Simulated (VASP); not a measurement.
# BeZnTeO (P-6m2) in VASP: further runs

Runs on BeZnTeO. Level: PBE. Tasks: single point, relaxation of cell and atoms.

Everything below comes from runs of VASP 6.6.1. Logs are shortened: lines on timing, memory, paths and dates and some standing lists are left out, and cuts for length are marked.

**1. The cell of the first run**

Symmetry: P-6m2, No. 187, hexagonal system. Conventional cell: a = 3.795 Å, b = 3.795 Å, c = 5.319 Å, α = 90.00°, β = 90.00°, γ = 120.00°. Be (site symmetry -6m2) has 3 O at 2.19 Å and 3 Zn at 2.19 Å and 2 Te at 2.66 Å within 2.9 Å. Zn (site symmetry -6m2) has 3 Be at 2.19 Å and 3 O at 2.19 Å within 2.9 Å. Te (site symmetry -6m2) has 2 Be at 2.66 Å and 6 Zn at 3.45 Å and 6 O at 3.45 Å within 3.5 Å. Within 2.9 Å of O (site symmetry -6m2) lie 3 Be at 2.19 Å and 3 Zn at 2.19 Å.

**2. Single point, PBE**

File INCAR:

```
PREC = Accurate
ENCUT = 520
EDIFF = 1E-7
ISMEAR = 0
SIGMA = 0.1
LREAL = False
LASPH = True
NELM = 80
ALGO = Normal
ISIF = 2
LWAVE = False
LCHARG = True
GGA = PE
LELF = True
LVHAR = True
NBANDS = 21
```

File KPOINTS:

```
Automatic mesh
0
Gamma
  12 12 10
```

File POSCAR:

```
BeZnTeO
1.0
    3.7951038234      0.0000000000      0.0000000000
   -1.8975519117      3.2866563211      0.0000000000
    0.0000000000      0.0000000000      5.3186076159
Be Zn Te O
1 1 1 1
Direct
    0.6666666667      0.3333333333      0.5000000000
    0.0000000000      0.0000000000      0.5000000000
    0.6666666667      0.3333333333      0.0000000000
    0.3333333333      0.6666666667      0.5000000000
```

Potentials or basis: VASP PAW PBE potentials, release 64 (Be, Zn, Te, O).

On the command line:

```sh
> cat potpaw_PBE.64/Be/POTCAR potpaw_PBE.64/Zn/POTCAR potpaw_PBE.64/Te/POTCAR potpaw_PBE.64/O/POTCAR > POTCAR
> mpirun -np 1 vasp_std > vasp.out
```

OUTCAR:

```text
PREC = Accurate
   ENCUT = 520
   EDIFF = 1E-7
   ISMEAR = 0
   LREAL = False
   LASPH = True
   NELM = 80
   ISIF = 2
   GGA = PE

 ion  position               nearest neighbor table
   1  0.667  0.333  0.500-   2 2.19   2 2.19   2 2.19   3 2.66   3 2.66
   2  0.000  0.000  0.500-   1 2.19   4 2.19   1 2.19   4 2.19   1 2.19   4 2.19
   3  0.667  0.333  0.000-   1 2.66   1 2.66
   4  0.333  0.667  0.500-   2 2.19   2 2.19   2 2.19

  LATTYP: Found a hexagonal cell.
 ALAT       =     3.7951038234
 C/A-ratio  =     1.4014392921

  Lattice vectors:

 A1 = (   3.7951038234,   0.0000000000,   0.0000000000)
 A2 = (  -1.8975519117,   3.2866563211,   0.0000000000)
 A3 = (   0.0000000000,   0.0000000000,   5.3186076159)

Analysis of symmetry for initial positions (statically):
=====================================================================
 Subroutine PRICEL returns:
 Original cell was already a primitive cell.

 Routine SETGRP: Setting up the symmetry group for a
 hexagonal supercell.

 Subroutine GETGRP returns: Found 12 space group operations
 (whereof 12 operations were pure point group operations)
 out of a pool of 24 trial point group operations.

The static configuration has the point symmetry D_3h.

Analysis of symmetry for dynamics (positions and initial velocities):
=====================================================================
 Subroutine PRICEL returns:
 Original cell was already a primitive cell.

 Routine SETGRP: Setting up the symmetry group for a
 hexagonal supercell.

 Subroutine GETGRP returns: Found 12 space group operations
 (whereof 12 operations were pure point group operations)
 out of a pool of 24 trial point group operations.

The dynamic configuration has the point symmetry D_3h.

 Subroutine INISYM returns: Found 12 space group operations
 (whereof 12 operations are pure point group operations),
 and found     1 'primitive' translations

----------------------------------------------------------------------------------------

                                     Primitive cell

  volume of cell :      66.3401

  direct lattice vectors                    reciprocal lattice vectors
     3.795103823  0.000000000  0.000000000     0.263497403  0.152130296  0.000000000
    -1.897551912  3.286656321  0.000000000     0.000000000  0.304260593  0.000000000
     0.000000000  0.000000000  5.318607616     0.000000000  0.000000000  0.188019134

  length of vectors
     3.795103823  3.795103823  5.318607616     0.304260593  0.304260593  0.188019134

  position of ions in fractional coordinates (direct lattice)
     0.666666667  0.333333333  0.500000000
     0.000000000  0.000000000  0.500000000
     0.666666667  0.333333333  0.000000000
     0.333333333  0.666666667  0.500000000

  ion indices of the primitive-cell ions
   primitive index   ion index
                 1           1
                 2           2
                 3           3
                 4           4

----------------------------------------------------------------------------------------

 KPOINTS: Automatic mesh

Automatic generation of k-mesh.
 Grid dimensions read from file:
 generate k-points for:   12   12   10

 Generating k-lattice:

  Cartesian coordinates                     Fractional coordinates (reciprocal lattice)
     0.021958117  0.012677525  0.000000000     0.083333333  0.000000000  0.000000000
     0.000000000  0.025355049  0.000000000     0.000000000  0.083333333  0.000000000
     0.000000000  0.000000000  0.018801913     0.000000000  0.000000000  0.100000000

  Length of vectors
     0.025355049  0.025355049  0.018801913

  Shift w.r.t. Gamma in fractional coordinates (k-lattice)
     0.000000000  0.000000000  0.000000000

 Subroutine IBZKPT returns following result:
 ===========================================

 Found    114 irreducible k-points:

 Following reciprocal coordinates:
            Coordinates               Weight
  0.000000  0.000000  0.000000      1.000000
  0.083333 -0.000000  0.000000      6.000000
  0.166667  0.000000  0.000000      6.000000
  0.250000  0.000000  0.000000      6.000000
  0.333333  0.000000  0.000000      6.000000
  0.416667 -0.000000  0.000000      6.000000
[... 16 lines left out ...]
  0.250000  0.000000  0.100000     12.000000
  0.333333  0.000000  0.100000     12.000000
 [... further k-points ...]
   k-points           NKPTS =    114   k-points in BZ     NKDIM =    114   number of bands    NBANDS=     21
   number of dos      NEDOS =    301   number of ions     NIONS =      4
   total plane-waves  NPLWV =  31360
   dimension x,y,z NGX =    28 NGY =   28 NGZ =   40
   dimension x,y,z NGXF=    56 NGYF=   56 NGZF=   80
   ions per type =               1   1   1   1
   NGX,Y,Z   is equivalent  to a cutoff of  12.27, 12.27, 12.50 a.u.
   NGXF,Y,Z  is equivalent  to a cutoff of  24.53, 24.53, 25.01 a.u.
 SYSTEM =  unknown system
   PREC   = accura    normal or accurate (medium, high low for compatibility)
[... 39 lines left out ...]
 non-spin polarized calculation
 Gauss-broadening in eV      SIGMA  =   0.10
  energy-cutoff  :      520.00
  volume of cell :       66.34
 maximum number of plane-waves:      1804
   NGX = 15   NGY = 15   NGZ = 19

 number of electron      26.0000016 magnetization

 Free energy of the ion-electron system (eV)
  ---------------------------------------------------
  ext. energy  EPLUGINS =         0.00000000
  ---------------------------------------------------
  free energy    TOTEN  =       -12.35312841 eV

  energy without entropy =      -12.33579104  energy(sigma->0) =      -12.34445972

 E-fermi :   4.7279     XC(G=0): -10.1141

 val. band max:        4.7224163153   @ k =   0.1667   0.0000   0.3000
 cond. band min:       4.7326723568   @ k =   0.4167  -0.0000   0.4000
 fundamental gap:      0.0102560415
 Fermi energy:         4.7279160695

 k-point     1 :       0.0000    0.0000    0.0000
  band No.  band energies     occupation
      1     -13.9881      2.00000
      2      -6.7633      2.00000
      3      -3.7226      2.00000
      4      -3.7226      2.00000
      5      -2.8717      2.00000
      6      -2.8717      2.00000
[... 13 lines left out ...]
     20      13.7333      0.00000
     21      13.7333      0.00000

 k-point     2 :       0.0833   -0.0000    0.0000
  band No.  band energies     occupation
      1     -13.9719      2.00000
      2      -6.7182      2.00000
      3      -3.7164      2.00000
      4      -3.6946      2.00000
      5      -2.8960      2.00000
      6      -2.8731      2.00000
[... 13 lines left out ...]
     20      13.2225      0.00000
     21      13.9718      0.00000

 k-point     3 :       0.1667    0.0000    0.0000
  band No.  band energies     occupation
      1     -13.9267      2.00000
      2      -6.5895      2.00000
      3      -3.6926      2.00000
      4      -3.6136      2.00000
      5      -2.9535      2.00000
      6      -2.8767      2.00000
[... 13 lines left out ...]
     20      12.8915      0.00000
     21      14.3216      0.00000

 k-point     4 :       0.2500    0.0000    0.0000
  band No.  band energies     occupation
      1     -13.8636      2.00000
      2      -6.3984      2.00000
      3      -3.6403      2.00000
      4      -3.4901      2.00000
      5      -3.0167      2.00000
      6      -2.8817      2.00000
[... 13 lines left out ...]
     20      13.7146      0.00000
     21      13.8441      0.00000

 k-point     5 :       0.3333    0.0000    0.0000
  band No.  band energies     occupation
      1     -13.7989      2.00000
      2      -6.1847      2.00000
      3      -3.5548      2.00000
      4      -3.3462      2.00000
      5      -3.0675      2.00000
      6      -2.8976      2.00000
[... 13 lines left out ...]
     20      13.4805      0.00000
     21      14.6766      0.00000
[... 382 lines left out ...]
     20      13.2408      0.00000
     21      13.9395      0.00000

 k-point    22 :       0.1667    0.0000    0.1000
  band No.  band energies     occupation
      1     -13.9255      2.00000
      2      -6.5956      2.00000
      3      -3.7023      2.00000
      4      -3.6133      2.00000
      5      -2.9490      2.00000
      6      -2.8772      2.00000
[... 13 lines left out ...]
     20      13.0047      0.00000
     21      14.4500      0.00000

 k-point    23 :       0.2500    0.0000    0.1000
  band No.  band energies     occupation
      1     -13.8626      2.00000
      2      -6.3982      2.00000
      3      -3.6600      2.00000
      4      -3.4898      2.00000
      5      -3.0077      2.00000
      6      -2.8823      2.00000
[... 13 lines left out ...]
     20      13.7981      0.00000
     21      14.0400      0.00000

 k-point    24 :       0.3333    0.0000    0.1000
  band No.  band energies     occupation
      1     -13.7982      2.00000
      2      -6.1773      2.00000
      3      -3.5847      2.00000
      4      -3.3460      2.00000
      5      -3.0546      2.00000
      6      -2.8979      2.00000
[... 13 lines left out ...]
     20      13.6956      0.00000
     21      14.6027      0.00000

 [... further k-points ...]
[... 5 lines left out ...]
  --------------------------------------------------------------------------------------
  -------------------------------------------------------------------------------------
  Total        0.1147253      0.1147253     -0.0172300      0.0000000      0.0000000      0.0000000
  in kB        2.7707275      2.7707275     -0.4161211      0.0000000      0.0000000      0.0000000
  external PRESSURE =       1.7084446 kB  Pullay stress =       0.0000000 kB

 VOLUME and BASIS-vectors are now :
 -----------------------------------------------------------------------------
  energy-cutoff  :      520.00
  volume of cell :       66.34
      direct lattice vectors                 reciprocal lattice vectors
     3.795103823  0.000000000  0.000000000     0.263497403  0.152130296  0.000000000
    -1.897551912  3.286656321  0.000000000     0.000000000  0.304260593  0.000000000
     0.000000000  0.000000000  5.318607616     0.000000000  0.000000000  0.188019134

 POSITION                                       TOTAL-FORCE (eV/Angst)
 -----------------------------------------------------------------------------------
      1.89755      1.09555      2.65930        -0.000000      0.000000      0.000000
      0.00000      0.00000      2.65930        -0.000000      0.000000      0.000000
      1.89755      1.09555      0.00000         0.000000      0.000000      0.000000
     -0.00000      2.19110      2.65930        -0.000000      0.000000      0.000000
 -----------------------------------------------------------------------------------
    total drift:                               -0.000000      0.000000     -0.000000

  FREE ENERGIE OF THE ION-ELECTRON SYSTEM (eV)
  ---------------------------------------------------
  free  energy   TOTEN  =       -12.3531284067 eV

  energy  without entropy=      -12.3357910375  energy(sigma->0) =      -12.34445972
```

Wall time 1.9 min (1 thread of Intel Xeon Platinum 8488C (Sapphire Rapids), shared host); peak memory 0.32 GiB.

Results:

```
Free energy            : -12.3531 eV
Pressure               : 0.2 GPa
Band gap on the k mesh : zero (band 13 reaches 5.84 eV, above the bottom of band 14 at 4.58 eV)
```

Caveat: spin-orbit coupling is left out, which moves the levels of the heavy elements.

**3. Relaxation of cell and atoms, PBE**

This run uses another cell than the first one, of 20.17 Å³/atom, 1.216 times its volume.

File INCAR:

```
SYSTEM = BeZnTeO
PREC = Accurate ; ENCUT = 600
EDIFF = 1E-6 ; ISMEAR = 0
SIGMA = 0.1 ; LREAL = .False.
LASPH = .True. ; NELM = 80
ALGO = Normal ; ISIF = 3
LWAVE = .False. ; LCHARG = .False.
GGA = PE ; IBRION = 2
NSW = 90 ; EDIFFG = -0.04
```

File KPOINTS:

```
regular mesh
0
Gamma
  6 6 4
  0 0 0
```

File POSCAR:

```
BeZnTeO
1.0
    4.7067154200      0.0000000000      0.0000000000
   -2.3533577100      4.0761351200      0.0000000000
    0.0000000000      0.0000000000      4.2047799500
Be Zn Te O
1 1 1 1
Direct
    0.6666666700      0.3333333300      0.5000000000
    0.0000000000      0.0000000000      0.5000000000
    0.6666666700      0.3333333300      0.0000000000
    0.3333333300      0.6666666700      0.5000000000
```

Potentials or basis: VASP PAW PBE potentials, release 64 (Be, Zn, Te, O).

On the command line:

```sh
> cat potpaw_PBE.64/Be/POTCAR potpaw_PBE.64/Zn/POTCAR potpaw_PBE.64/Te/POTCAR potpaw_PBE.64/O/POTCAR > POTCAR
> mpirun -np 1 vasp_std > vasp.out
```

Wall time 4.2 min (1 thread of Intel Xeon Platinum 8488C (Sapphire Rapids), shared host); peak memory 0.26 GiB.

It converged, with:

```
Free energy                            : -12.3698 eV
Relaxed volume                         : 16.49 Å³/atom
Relaxed cell                           : a = 3.809 Å, b = 3.809 Å, c = 5.250 Å, α = 90.00°, β = 90.00°, γ = 120.00°
Space group after relaxing (to 0.05 Å) : P-6m2 (No. 187)
Energy gained by relaxing              : 401.0 meV/atom
Ionic steps                            : 12
Pressure after relaxing                : 0.0 GPa
Band gap on the k mesh                 : zero (band 13 reaches 5.83 eV, above the bottom of band 14 at 4.66 eV)
```

Stress tensor (GPa, compression positive):
```
-0.25  0.00  0.00
 0.00 -0.25  0.00
 0.00  0.00  0.36
```

The path:
```csv
step,energy change (eV),largest force (eV/Å),pressure (GPa),volume (Å³)
1,0.0000,0.0000,-2.94,80.67
2,-1.0815,0.0000,-6.37,75.71
3,-1.3464,0.0000,-5.73,72.02
4,-1.4127,0.0000,-4.66,70.39
5,-1.5765,0.0000,-1.43,66.98
6,-1.0167,0.0000,13.75,59.58
7,-1.5986,0.0000,-0.33,66.05
8,-1.6027,0.0000,0.81,65.24
9,-1.6028,0.0000,0.27,65.61
10,-1.6032,0.0000,-0.16,66.06
11,-1.6033,0.0000,-0.14,66.01
12,-1.6041,0.0000,-0.05,65.96
```

Final structure:
```yaml
crystal:
  lattice:
    - [3.80892, 0.00000, 0.00000]
    - [-1.90446, 3.29862, 0.00000]
    - [0.00000, 0.00000, 5.25023]
  atoms:
    - { symbol: Be, position: [0.66667, 0.33333, 0.50000] }
    - { symbol: Zn, position: [0.00000, 0.00000, 0.50000] }
    - { symbol: Te, position: [0.66667, 0.33333, 0.00000] }
    - { symbol: O, position: [0.33333, 0.66667, 0.50000] }
```

Levels at points of the mesh, in eV from the Fermi level:
| k point | band 10 | band 11 | band 12 | band 13 | band 14 | band 15 | band 16 | band 17 |
| --- | --- | --- | --- | --- | --- | --- | --- | --- |
| (0.00, 0.00, 0.00) | -3.61 | -3.10 | -1.08 | 0.50 | 0.50 | 3.43 | 3.43 | 5.06 |
| (0.50, 0.00, 0.00) | -3.43 | -3.40 | -2.63 | -0.03 | 0.08 | 2.37 | 3.23 | 5.41 |
| (0.00, 0.00, 0.50) | -3.60 | -3.14 | 1.09 | 1.09 | 1.51 | 2.26 | 2.26 | 2.98 |
| (0.50, 0.00, 0.50) | -4.32 | -2.70 | -1.88 | -0.08 | -0.01 | 3.33 | 4.46 | 4.60 |

Caveat: the k points lie up to 0.32 Å⁻¹ apart in the final cell; the volume moved by over 15 % at a fixed basis, so the end points are rough; spin-orbit coupling is left out, which moves the levels of the heavy elements.

**4. Relaxation of cell and atoms, PBE**

This run uses another cell than the first one, of 16.55 Å³/atom, 0.998 times its volume.

File INCAR:

```
ALGO     = Normal         # electronic algorithm
EDIFF    = 1E-7           # SCF threshold, eV
EDIFFG   = -0.01          # ionic threshold
ENCUT    = 600            # plane-wave cutoff, eV
GGA      = PE             # functional
IBRION   = 2              # ionic algorithm
ISIF     = 3              # what is computed and relaxed
ISMEAR   = 0              # smearing method
LASPH    = T              # aspherical terms in the spheres
LCHARG   = F              # write CHGCAR
LREAL    = F              # projectors in reciprocal space
LWAVE    = F              # write WAVECAR
NELM     = 60             # most SCF steps
NSW      = 100            # ionic steps
PREC     = Accurate       # precision mode
SIGMA    = 0.1            # smearing width, eV
```

File KPOINTS:

```
k-points
0
Gamma
  12 12 10
```

File POSCAR:

```
BeZnTeO
1.0
    3.7924252621      0.0000000000      0.0000000000
   -1.8962126311      3.2843366190      0.0000000000
    0.0000000000      0.0000000000      5.3133397205
Be Zn Te O
1 1 1 1
Direct
    0.6666666667      0.3333333333      0.5000000000
    0.0000000000      0.0000000000      0.5000000000
    0.6666666667      0.3333333333      0.0000000000
    0.3333333333      0.6666666667      0.5000000000
```

On the command line:

```sh
> cat potpaw_PBE.64/Be/POTCAR potpaw_PBE.64/Zn/POTCAR potpaw_PBE.64/Te/POTCAR potpaw_PBE.64/O/POTCAR > POTCAR
> mpirun -np 1 vasp_std > vasp.out
```

Run time: 5 min. Hardware: 1 thread of Intel Xeon Platinum 8488C (Sapphire Rapids), shared host; peak memory 0.35 GiB.

It converged, with:

```yaml
Free_energy: -12.3545 eV
Relaxed_volume: 16.60 Å³/atom
Relaxed_cell: a = 3.800 Å, b = 3.800 Å, c = 5.311 Å, α = 90.00°, β = 90.00°, γ = 120.00°
Space_group_after_relaxing_to_0.05_Å: P-6m2 (No. 187)
Energy_gained_by_relaxing: 0.1 meV/atom
Ionic_steps: 4
Pressure_after_relaxing: 0.0 GPa
Band_gap_on_the_k_mesh: zero (band 13 reaches 5.81 eV, above the bottom of band 14 at 4.56 eV)
```

Stress tensor (GPa, compression positive):
```
 0.01  0.00  0.00
 0.00  0.01  0.00
 0.00  0.00 -0.08
```

Step by step:
```
step  energy change (eV)  largest force (eV/Å)  pressure (GPa)  volume (Å³)
   1              0.0000                0.0000            0.27        66.18
   2             -0.0003                0.0000           -0.05        66.45
   3             -0.0003                0.0000           -0.03        66.44
   4             -0.0003                0.0000           -0.02        66.42
```

Final structure:
```cif
data_structure
_symmetry_space_group_name_H-M 'P 1'
_symmetry_Int_Tables_number 1
_cell_length_a 3.8000
_cell_length_b 3.8000
_cell_length_c 5.3112
_cell_angle_alpha 90.000
_cell_angle_beta 90.000
_cell_angle_gamma 120.000
_cell_volume 66.42
loop_
_atom_site_label
_atom_site_type_symbol
_atom_site_fract_x
_atom_site_fract_y
_atom_site_fract_z
_atom_site_occupancy
Be1 Be 0.66667 0.33333 0.50000 1
Zn1 Zn 0.00000 0.00000 0.50000 1
Te1 Te 0.66667 0.33333 0.00000 1
O1 O 0.33333 0.66667 0.50000 1
```

Levels at points of the mesh, in eV from the Fermi level:
| k point | band 11 | band 12 | band 13 | band 14 | band 15 | band 16 |
| --- | --- | --- | --- | --- | --- | --- |
| (0.00, 0.00, 0.00) | -3.18 | -1.13 | 0.55 | 0.55 | 3.37 | 3.37 |
| (0.50, 0.00, 0.00) | -3.41 | -2.65 | -0.10 | 0.07 | 2.34 | 3.19 |
| (0.00, 0.00, 0.50) | -3.25 | 1.10 | 1.10 | 1.35 | 2.28 | 2.28 |
| (0.50, 0.00, 0.50) | -2.69 | -1.96 | -0.08 | -0.04 | 3.18 | 4.45 |

Caveat: spin-orbit coupling is left out, which moves the levels of the heavy elements.

**5. The runs side by side**

```csv
task,cell,k mesh,cutoff (eV),gap on the mesh (eV),pressure (GPa),relaxed volume (Å³/atom)
single point,"a = 3.795, b = 3.795, c = 5.319 Å, angles 90.0, 90.0, 120.0°, 4 atoms",12 × 12 × 10,520,none,0.2,-
relaxation of cell and atoms,"relaxed from a = 4.707, b = 4.707, c = 4.205 Å, angles 90.0, 90.0, 120.0°, 4 atoms",6 × 6 × 4,600,none,0.0,16.49
relaxation of cell and atoms,"relaxed from a = 3.792, b = 3.792, c = 5.313 Å, angles 90.0, 90.0, 120.0°, 4 atoms",12 × 12 × 10,600,none,0.0,16.60
```

Alike in all rows: level PBE; potentials or basis VASP PAW PBE potentials, release 64 (Be, Zn, Te, O); no spin polarisation; smearing gaussian 0.1 eV.

Caveats: some runs use coarse meshes; spin-orbit coupling is left out, which moves the levels of the heavy elements; the volume moved by over 15 % at a fixed basis, so the end points are rough (some runs).

Absolute energies hang on the potentials; compare differences alone.
